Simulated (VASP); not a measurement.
# NaB4 (Im-3m) in VASP: single point with PBE

Aim: the single point of NaB4 with PBE.

Everything below comes from runs of VASP 6.6.1. Logs are shortened: lines on timing, memory, paths and dates and some standing lists are left out, and cuts for length are marked.

### Step 1. The cell of the first run

Symmetry: Im-3m, No. 229, cubic system. The conventional cell has a = 4.969 Å, b = 4.969 Å, c = 4.969 Å, α = 90.00°, β = 90.00°, γ = 90.00°. Within 2.8 Å of Na (site symmetry m-3m) lie 8 B at 2.15 Å. B (site symmetry -3m) has 2 Na at 2.15 Å and 6 B at 2.48 Å within 2.8 Å.

The cell was built from a structure type or drawn by symmetry, and may not be a known phase.

### Step 2. Single point, PBE

Input file INCAR:

```
  ALGO = Normal
  EDIFF = 1E-6
  ENCUT = 500
  GGA = PE
  GGA_COMPAT = False
  ISIF = 2
  ISMEAR = 0
  LASPH = True
  LCHARG = False
  LREAL = False
  LWAVE = False
  NBANDS = 18
  NELM = 120
  PREC = Accurate
  SIGMA = 0.2
```

Input file KPOINTS:

```
k-points
0
Gamma
  5 5 5
```

Input file POSCAR:

```
NaB4
1.0
   -2.4845193544      2.4845193544      2.4845193544
    2.4845193544     -2.4845193544      2.4845193544
    2.4845193544      2.4845193544     -2.4845193544
Na B
1 4
Direct
    0.0000000000      0.0000000000      0.0000000000
    0.0000000000      0.0000000000      0.5000000000
    0.5000000000      0.0000000000      0.0000000000
    0.0000000000      0.5000000000      0.0000000000
    0.5000000000      0.5000000000      0.5000000000
```

Potentials or basis: VASP PAW PBE potentials, release 64 (Na_pv, B).

The run is started by

```console
$ cat potpaw_PBE.64/Na_pv/POTCAR potpaw_PBE.64/B/POTCAR > POTCAR
$ mpirun -np 1 vasp_std > vasp.out
```

OUTCAR:

```text
EDIFF = 1E-6
   ENCUT = 500
   GGA = PE
   ISIF = 2
   ISMEAR = 0
   LASPH = True
   LREAL = False
   NELM = 120
   PREC = Accurate

 ion  position               nearest neighbor table
   1  0.000  0.000  0.000-   2 2.15   3 2.15   4 2.15   5 2.15   2 2.15   4 2.15   3 2.15   5 2.15

   2  0.000  0.000  0.500-   1 2.15   1 2.15
   3  0.500  0.000  0.000-   1 2.15   1 2.15
   4  0.000  0.500  0.000-   1 2.15   1 2.15
   5  0.500  0.500  0.500-   1 2.15   1 2.15

  LATTYP: Found a body centered cubic cell.
 ALAT       =     4.9690387088

  Lattice vectors:

 A1 = (  -2.4845193544,   2.4845193544,   2.4845193544)
 A2 = (   2.4845193544,  -2.4845193544,   2.4845193544)
 A3 = (   2.4845193544,   2.4845193544,  -2.4845193544)

Analysis of symmetry for initial positions (statically):
=====================================================================
 Subroutine PRICEL returns:
 Original cell was already a primitive cell.

 Routine SETGRP: Setting up the symmetry group for a
 body centered cubic supercell.

 Subroutine GETGRP returns: Found 48 space group operations
 (whereof 48 operations were pure point group operations)
 out of a pool of 48 trial point group operations.

The static configuration has the point symmetry O_h .

Analysis of symmetry for dynamics (positions and initial velocities):
=====================================================================
 Subroutine PRICEL returns:
 Original cell was already a primitive cell.

 Routine SETGRP: Setting up the symmetry group for a
 body centered cubic supercell.

 Subroutine GETGRP returns: Found 48 space group operations
 (whereof 48 operations were pure point group operations)
 out of a pool of 48 trial point group operations.

The dynamic configuration has the point symmetry O_h .

 Subroutine INISYM returns: Found 48 space group operations
 (whereof 48 operations are pure point group operations),
 and found     1 'primitive' translations

----------------------------------------------------------------------------------------

                                     Primitive cell

  volume of cell :      61.3461

  direct lattice vectors                    reciprocal lattice vectors
    -2.484519354  2.484519354  2.484519354     0.000000000  0.201246168  0.201246168
[... 77 lines left out ...]
   EDIFF  = 0.1E-05   stopping-criterion for ELM
   LREAL  =      F    real-space projection
   EDIFFG = 0.1E-04   stopping-criterion for IOM
   NSW    =      0    number of steps for IOM
   IBRION =     -1    ionic relax: 0-MD 1-quasi-New 2-CG
   NFREE  =      0    steps in history (QN), initial steepest desc. (CG)
   ISIF   =      2    stress and relaxation
   ISYM   =      2    0-nonsym 1-usesym 2-fastsym
   POTIM  = 0.5000    time-step for ionic-motion
   TEBEG  =    0.0;   TEEND  =   0.0 temperature during run
   PSTRESS=    0.0 pullay stress
   NELECT =      19.0000    total number of electrons
   NUPDOWN=      -1.0000    fix difference up-down
   EMIN   =  10.00;   EMAX   =-10.00  energy-range for DOS
   EFERMI =   0.00;   METHOD = LEGACY
   ISMEAR =     0;   SIGMA  =   0.20  broadening in eV -4-tet -1-fermi 0-gaus
   EFERMI_NEDOS =   21; number of points for ismear=-14 and -15
   IALGO  =     38    algorithm
   IMIX   =      4    mixing-type and parameters
     AMIX     =   0.40;   BMIX     =  1.00
     AMIX_MAG =   1.60;   BMIX_MAG =  1.00
  volume/ion in A,a.u.               =      12.27        82.80
  Fermi-wavevector in a.u.,A,eV,Ry     =   1.107636  2.093128 16.692404  1.226857
  Thomas-Fermi vector in A             =   2.244153
   LORBIT       =      0    0 simple, 1 ext, 2 COOP (PROOUT), +10 PAW based schemes
   GGA     = PE    functional components
   LHFCALC =     F    Hartree Fock is set to
   AEXX    =    0.0000 exact exchange contribution
   IVDW    =     0    specifies the selected vdW correction
   LEPSILON=     F    determine dielectric tensor
   LRPA    =     F    only Hartree local field effects (RPA)
 non-spin polarized calculation
 Gauss-broadening in eV      SIGMA  =   0.20
  energy-cutoff  :      500.00
  volume of cell :       61.35
 maximum number of plane-waves:      1565
   NGX = 15   NGY = 15   NGZ = 15

 number of electron      18.9999987 magnetization

 Free energy of the ion-electron system (eV)
  ---------------------------------------------------
  ext. energy  EPLUGINS =         0.00000000
  ---------------------------------------------------
  free energy    TOTEN  =       -13.30882336 eV

  energy without entropy =      -13.24594359  energy(sigma->0) =      -13.27738347

 E-fermi :   2.4742     XC(G=0):  -9.9861

 val. band max:        2.4394099655   @ k =  -0.4000   0.4000   0.2000
 cond. band min:       2.5459387436   @ k =   0.4000   0.2000   0.0000
 fundamental gap:      0.1065287781
 Fermi energy:         2.4741976144

 k-point     1 :       0.0000    0.0000    0.0000
  band No.  band energies     occupation
      1     -20.2831      2.00000
      2     -20.2831      2.00000
      3     -20.2831      2.00000
      4      -7.5956      2.00000
      5       0.3860      2.00000
      6       0.3860      2.00000
[... 187 lines left out ...]
      5      -3.1361      2.00000
      6      -3.1361      2.00000
[... 10 lines left out ...]
     17       9.9764      0.00000
     18       9.9851      0.00000

------------------------ aborting loop because EDIFF is reached ----------------------------------------

  FORCE on cell =-STRESS in cart. coord.  units (eV):
  Direction    XX          YY          ZZ          XY          YZ          ZX
  --------------------------------------------------------------------------------------
  -------------------------------------------------------------------------------------
  Total        0.1897648      0.1897648      0.1897648      0.0000000      0.0000000     -0.0000000
  in kB        4.9560890      4.9560890      4.9560890      0.0000000      0.0000000     -0.0000000
  external PRESSURE =       4.9560890 kB  Pullay stress =       0.0000000 kB

 VOLUME and BASIS-vectors are now :
 -----------------------------------------------------------------------------
  energy-cutoff  :      500.00
  volume of cell :       61.35
      direct lattice vectors                 reciprocal lattice vectors
    -2.484519354  2.484519354  2.484519354     0.000000000  0.201246168  0.201246168
     2.484519354 -2.484519354  2.484519354     0.201246168  0.000000000  0.201246168
     2.484519354  2.484519354 -2.484519354     0.201246168  0.201246168  0.000000000

 POSITION                                       TOTAL-FORCE (eV/Angst)
 -----------------------------------------------------------------------------------
      0.00000      0.00000      0.00000        -0.000000      0.000000      0.000000
      1.24226      1.24226     -1.24226        -0.000000      0.000000     -0.000000
     -1.24226      1.24226      1.24226         0.000000     -0.000000     -0.000000
      1.24226     -1.24226      1.24226         0.000000     -0.000000      0.000000
      1.24226      1.24226      1.24226        -0.000000     -0.000000      0.000000
 -----------------------------------------------------------------------------------
    total drift:                               -0.000000     -0.000000      0.000000

  FREE ENERGIE OF THE ION-ELECTRON SYSTEM (eV)
  ---------------------------------------------------
  free  energy   TOTEN  =       -13.3088233608 eV

  energy  without entropy=      -13.2459435864  energy(sigma->0) =      -13.27738347
```

Run time: 8.5 s. Hardware: 1 thread of Intel Xeon Platinum 8488C (Sapphire Rapids), shared host; peak memory 0.17 GiB.

What came out:

* Free energy: -13.3088 eV
* Pressure: 0.5 GPa
* Band gap on the k mesh: zero (an odd number of electrons rules out a gap without spin polarisation)
